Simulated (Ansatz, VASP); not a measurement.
# CuAu in VASP and in Ansatz

```
Cu Au
1.0
     4.86907    0.00000    0.00000
     0.00000    4.86907    0.00000
     0.00000    0.00000    4.86907
Cu Au
4 4
Cartesian
  0.6525 0.6525 0.6525
  1.7821 4.2166 3.0870
  3.0870 1.7821 4.2166
  4.2166 3.0870 1.7821
  4.1119 4.1119 4.1119
  3.1917 0.7571 1.6774
  1.6774 3.1917 0.7571
  0.7571 1.6774 3.1917
```

Alike in both runs: task single point; functional PBE; k mesh 4 × 4 × 4; occupations gaussian, width 0.1 eV; no spin polarisation.

|  | VASP | Ansatz |
| --- | --- | --- |
| version | VASP 6.6.1 | Ansatz 0.2.0 |
| potentials or method | VASP PAW PBE potentials, release 64 (Cu, Au), cutoff 520 eV | scalar-relativistic, plane waves, PAW |
| valence electrons in the cell | 88 | 152 |

Ansatz gave:

- gap on the k mesh at the Fermi level (eV): none
- pressure (GPa): 13.1
- rms of the force components (eV/Å): 0.642

Question: Which values does VASP return?

Answer: gap on the k mesh at the Fermi level (eV): none; pressure (GPa): 13.0; rms of the force components (eV/Å): 0.643.

Atom by atom the forces differ by 0.001 eV/Å (rms over components). A gap of «none» marks a metal or a gap that the smearing closes. VASP's potentials hold 88 valence electrons a cell and Ansatz's 152, so a difference there can come from the potentials and not from the codes.

Spin-orbit coupling is off throughout.
